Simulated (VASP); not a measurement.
# Cr (P6/mmm) in VASP: further runs, part 2 of 2

VASP 6.6.1. Earlier steps stand in the parts before.

### Step 3. Single point, RPBE (volume scaled by 1.08)

The input, INCAR:

```
  PREC = Accurate
  ENCUT = 520
  EDIFF = 1E-6
  ISMEAR = -1
  SIGMA = 0.1
  LREAL = F
  LASPH = T
  NELM = 100
  ALGO = Normal
  ISIF = 2
  LWAVE = F
  LCHARG = T
  GGA = RP
  LELF = T
  LVHAR = T
  NBANDS = 25
```

The input, KPOINTS:

```
Automatic mesh
0
Gamma
  10 10 15
```

The input, POSCAR:

```
Cr
1.0
    4.3728402346      0.0000000000      0.0000000000
   -2.1864201173      3.7869907299      0.0000000000
    0.0000000000      0.0000000000      2.3693848532
Cr
3
Direct
    1.0000000000      0.0000000000      0.0000000000
    0.3333333333      0.6666666667      0.5000000000
    0.6666666667      0.3333333333      0.5000000000
```

Potentials or basis: VASP PAW PBE potentials, release 64 (Cr_pv).

Launch:

```
$ cat potpaw_PBE.64/Cr_pv/POTCAR > POTCAR
$ mpirun -np 1 vasp_std > vasp.out
```

OUTCAR:

```text
PREC = Accurate
   ENCUT = 520
   EDIFF = 1E-6
   ISMEAR = -1
   LREAL = F
   LASPH = T
   NELM = 100
   ISIF = 2
   GGA = RP

 ion  position               nearest neighbor table
   1  0.000  0.000  0.000-   2 2.79   3 2.79   2 2.79   3 2.79   3 2.79   3 2.79   2 2.79   2 2.79
                             3 2.79   3 2.79   2 2.79   2 2.79
   2  0.333  0.667  0.500-   3 2.52   3 2.52   3 2.52   1 2.79   1 2.79   1 2.79   1 2.79   1 2.79
                             1 2.79
   3  0.667  0.333  0.500-   2 2.52   2 2.52   2 2.52   1 2.79   1 2.79   1 2.79   1 2.79   1 2.79
                             1 2.79

  LATTYP: Found a hexagonal cell.
 ALAT       =     4.3728402346
 C/A-ratio  =     0.5418411664

  Lattice vectors:

 A1 = (   4.3728402346,   0.0000000000,   0.0000000000)
 A2 = (  -2.1864201173,   3.7869907299,   0.0000000000)
 A3 = (   0.0000000000,   0.0000000000,   2.3693848532)

Analysis of symmetry for initial positions (statically):
=====================================================================
 Subroutine PRICEL returns:
 Original cell was already a primitive cell.

 Routine SETGRP: Setting up the symmetry group for a
 hexagonal supercell.
[... 163 lines left out ...]
  ext. energy  EPLUGINS =         0.00000000
  ---------------------------------------------------
  free energy    TOTEN  =       -25.88166201 eV

  energy without entropy =      -25.70956980  energy(sigma->0) =      -25.79561591

 E-fermi :   9.3592     XC(G=0): -12.8197

 val. band max:        9.3526993736   @ k =   0.2000   0.0000   0.4667
 cond. band min:       9.3593293749   @ k =   0.4000   0.1000   0.4667
 fundamental gap:      0.0066300013
 Fermi energy:         9.3591758694

 k-point     1 :       0.0000    0.0000    0.0000
  band No.  band energies     occupation
      1     -33.8165      2.00000
      2     -33.8165      2.00000
      3     -33.8111      2.00000
      4     -33.8111      2.00000
      5     -33.4174      2.00000
      6     -33.4174      2.00000
[... 661 lines left out ...]
     24      11.3052      0.00000
     25      11.3770      0.00000

 [... further k-points ...]
[... 5 lines left out ...]
  --------------------------------------------------------------------------------------
  -------------------------------------------------------------------------------------
  Total       -3.5464038     -3.5464038     -3.6932898      0.0000000      0.0000000      0.0000000
  in kB     -144.8122520   -144.8122520   -150.8101293      0.0000000      0.0000000      0.0000000
  external PRESSURE =    -146.8115444 kB  Pullay stress =       0.0000000 kB

 VOLUME and BASIS-vectors are now :
 -----------------------------------------------------------------------------
  energy-cutoff  :      520.00
  volume of cell :       39.24
      direct lattice vectors                 reciprocal lattice vectors
     4.372840235  0.000000000  0.000000000     0.228684321  0.132030954  0.000000000
    -2.186420117  3.786990730  0.000000000     0.000000000  0.264061909  0.000000000
     0.000000000  0.000000000  2.369384853     0.000000000  0.000000000  0.422050474

 POSITION                                       TOTAL-FORCE (eV/Angst)
 -----------------------------------------------------------------------------------
      0.00000      0.00000      0.00000         0.000000      0.000000     -0.000000
     -0.00000      2.52466      1.18469         0.000000     -0.000000      0.000000
      2.18642      1.26233      1.18469        -0.000000      0.000000     -0.000000
 -----------------------------------------------------------------------------------
    total drift:                                0.000000      0.000000     -0.000000

  FREE ENERGIE OF THE ION-ELECTRON SYSTEM (eV)
  ---------------------------------------------------
  free  energy   TOTEN  =       -25.8816620097 eV

  energy  without entropy=      -25.7095698011  energy(sigma->0) =      -25.79561591
```

OSZICAR:

```text
N       E                     dE             d eps       ncg     rms          rms(c)
DAV:   1     0.411036046876E+03    0.41104E+03   -0.20740E+04  5600   0.175E+03
DAV:   2    -0.120035348629E+02   -0.42304E+03   -0.41369E+03  5672   0.517E+02
DAV:   3    -0.299888484806E+02   -0.17985E+02   -0.17388E+02  6574   0.121E+02
DAV:   4    -0.304604140051E+02   -0.47157E+00   -0.46710E+00  6413   0.185E+01
DAV:   5    -0.304741721362E+02   -0.13758E-01   -0.13752E-01  7040   0.314E+00    0.187E+01
DAV:   6    -0.259629020274E+02    0.45113E+01   -0.30985E+01  6012   0.507E+01    0.353E+00
DAV:   7    -0.265323992381E+02   -0.56950E+00   -0.35556E+00  7382   0.195E+01    0.947E+00
DAV:   8    -0.258968909536E+02    0.63551E+00   -0.24946E+00  7210   0.109E+01    0.165E+00
DAV:   9    -0.258830735352E+02    0.13817E-01   -0.52015E-02  6181   0.215E+00    0.481E-01
DAV:  10    -0.258816755589E+02    0.13980E-02   -0.83019E-03  7523   0.975E-01    0.155E-01
DAV:  11    -0.258816868180E+02   -0.11259E-04   -0.45485E-04  6650   0.250E-01    0.794E-02
DAV:  12    -0.258816687454E+02    0.18073E-04   -0.14404E-04  6699   0.119E-01    0.258E-02
DAV:  13    -0.258816632946E+02    0.54508E-05   -0.25871E-05  6573   0.520E-02    0.682E-03
DAV:  14    -0.258816617881E+02    0.15065E-05   -0.18180E-06  3601   0.122E-02    0.124E-03
DAV:  15    -0.258816620097E+02   -0.22162E-06   -0.39556E-07  2896   0.664E-03
   1 F= -.25881662E+02 E0= -.25795616E+02  d E =-.172092E+00
```

Run time: 44 s. Hardware: 1 thread of Intel Xeon 6975P-C (Granite Rapids), shared host; peak memory 0.21 GiB.

What came out:

* Free energy: -25.8817 eV
* Pressure: -14.7 GPa
* Band gap on the k mesh: zero (band 18 reaches 9.63 eV, above the bottom of band 19 at 9.10 eV)

Levels at points of the mesh, in eV from the Fermi level:
```csv
k point,band 16,band 17,band 18,band 19,band 20,band 21
"(0.00, 0.00, 0.00)",-1.85,-1.59,-0.26,-0.26,1.16,1.16
"(0.50, 0.00, 0.00)",-1.57,-1.37,0.27,0.68,1.17,1.28
```

Caveat: the cell differs from its parent crystal (volume scaled by 1.08); the PAW data sets were made with another functional, which shifts forces and pressure a little; the run has no spin polarisation, though such a crystal can be magnetic.

### Step 4. Single point, RPBE (volume scaled by 1.12)

The input, INCAR:

```
SYSTEM = Cr
ALGO = Normal ; EDIFF = 1E-6
ENCUT = 520 ; GGA = RP
ISIF = 2 ; ISMEAR = -1
LASPH = .TRUE. ; LCHARG = .FALSE.
LREAL = .FALSE. ; LWAVE = .FALSE.
NBANDS = 25 ; NELM = 60
PREC = Accurate ; SIGMA = 0.1
```

The input, KPOINTS:

```
k-points
0
G
  10 10 15
  0 0 0
```

The input, POSCAR:

```
Cr
1.0
    4.4261728108      0.0000000000      0.0000000000
   -2.2130864054      3.8331780957      0.0000000000
    0.0000000000      0.0000000000      2.3982826384
Cr
3
Direct
    1.0000000000      0.0000000000      0.0000000000
    0.3333333333      0.6666666667      0.5000000000
    0.6666666667      0.3333333333      0.5000000000
```

Launch:

```
$ cat potpaw_PBE.64/Cr_pv/POTCAR > POTCAR
$ mpirun -np 1 vasp_std > vasp.out
```

Wall time 42 s (1 thread of Intel Xeon 6975P-C (Granite Rapids), shared host); peak memory 0.21 GiB.

The run converged. Its results:

```yaml
Free_energy: -25.7250 eV
Pressure: -19.8 GPa
Band_gap_on_the_k_mesh: zero (band 18 reaches 9.14 eV, above the bottom of band 19 at 8.67 eV)
```

Stress tensor (GPa, compression positive):
```
-19.42   0.00   0.00
  0.00 -19.42   0.00
  0.00   0.00 -20.51
```

Levels at points of the mesh, in eV from the Fermi level:
| k point | band 16 | band 17 | band 18 | band 19 | band 20 | band 21 |
| --- | --- | --- | --- | --- | --- | --- |
| (0.00, 0.00, 0.00) | -1.77 | -1.52 | -0.24 | -0.24 | 1.11 | 1.11 |
| (0.50, 0.00, 0.00) | -1.50 | -1.30 | 0.24 | 0.65 | 1.11 | 1.22 |

Caveat: the cell differs from its parent crystal (volume scaled by 1.12); the PAW data sets were made with another functional, which shifts forces and pressure a little; the run has no spin polarisation, though such a crystal can be magnetic. Spin polarisation is off, so any magnetic state and its effect on volume and gap are missing.

### Step 5. Single point, RPBE

This run uses another cell than the first one, of 12.11 Å³/atom, 0.962 times its volume.

The input, INCAR:

```
SYSTEM = Cr
  ALGO = Normal
  EDIFF = 1E-7
  ENCUT = 520
  GGA = RP
  ISIF = 2
  ISMEAR = -1
  LASPH = .TRUE.
  LCHARG = .FALSE.
  LREAL = .FALSE.
  LWAVE = .FALSE.
  NBANDS = 25
  NELM = 80
  PREC = Accurate
  SIGMA = 0.1
```

The input, KPOINTS:

```
k-points
0
G
  11 11 18
  0 0 0
```

The input, POSCAR:

```
Cr
1.0
    4.2620874708      0.0000000000      0.0000000000
   -2.1310437354      3.6910760229      0.0000000000
    0.0000000000      0.0000000000      2.3093744464
Cr
3
Direct
    1.0000000000      0.0000000000      0.0000000000
    0.3333333333      0.6666666667      0.5000000000
    0.6666666667      0.3333333333      0.5000000000
```

Launch:

```
$ cat potpaw_PBE.64/Cr_pv/POTCAR > POTCAR
$ mpirun -np 1 vasp_std > vasp.out
```

Wall time 66 s (1 thread of Intel Xeon 6975P-C (Granite Rapids), shared host); peak memory 0.22 GiB.

Results (log left out):

| Item | Value |
| --- | --- |
| Free energy | -26.0237 eV |
| Pressure | -0.2 GPa |
| Band gap on the k mesh | zero (band 18 reaches 10.73 eV, above the bottom of band 19 at 10.07 eV) |

Stress tensor (GPa, compression positive):
```
-0.31  0.00  0.00
 0.00 -0.31  0.00
 0.00  0.00 -0.05
```

Levels at points of the mesh, in eV from the Fermi level:
```csv
k point,band 15,band 16,band 17,band 18,band 19,band 20,band 21,band 22
"(0.00, 0.00, 0.00)",-2.02,-2.02,-1.75,-0.31,-0.31,1.27,1.27,1.32
"(0.00, 0.00, 0.50)",-1.68,-0.84,-0.84,0.06,0.06,1.50,1.50,1.89
```

Caveat: the PAW data sets were made with another functional, which shifts forces and pressure a little; the run has no spin polarisation, though such a crystal can be magnetic. Spin polarisation is off, so any magnetic state and its effect on volume and gap are missing.

### Step 6. Summary

```csv
cell,k mesh,gap on the mesh (eV),pressure (GPa)
"a = 4.318, b = 4.318, c = 2.340 Å, angles 90.0, 90.0, 120.0°, 3 atoms",10 × 10 × 15,none,-8.2
"a = 4.373, b = 4.373, c = 2.369 Å, angles 90.0, 90.0, 120.0°, 3 atoms",10 × 10 × 15,none,-14.7
"a = 4.426, b = 4.426, c = 2.398 Å, angles 90.0, 90.0, 120.0°, 3 atoms",10 × 10 × 15,none,-19.8
"a = 4.262, b = 4.262, c = 2.309 Å, angles 90.0, 90.0, 120.0°, 3 atoms",11 × 11 × 18,none,-0.2
```

Alike in all rows: task single point; level RPBE; potentials or basis VASP PAW PBE potentials, release 64 (Cr_pv); no spin polarisation; cutoff (eV) 520; smearing fermi-dirac 0.1 eV.

Caveats: the PAW data sets were made with another functional, which shifts forces and pressure a little; the run has no spin polarisation, though such a crystal can be magnetic.

Absolute energies hang on the potentials; compare differences alone.
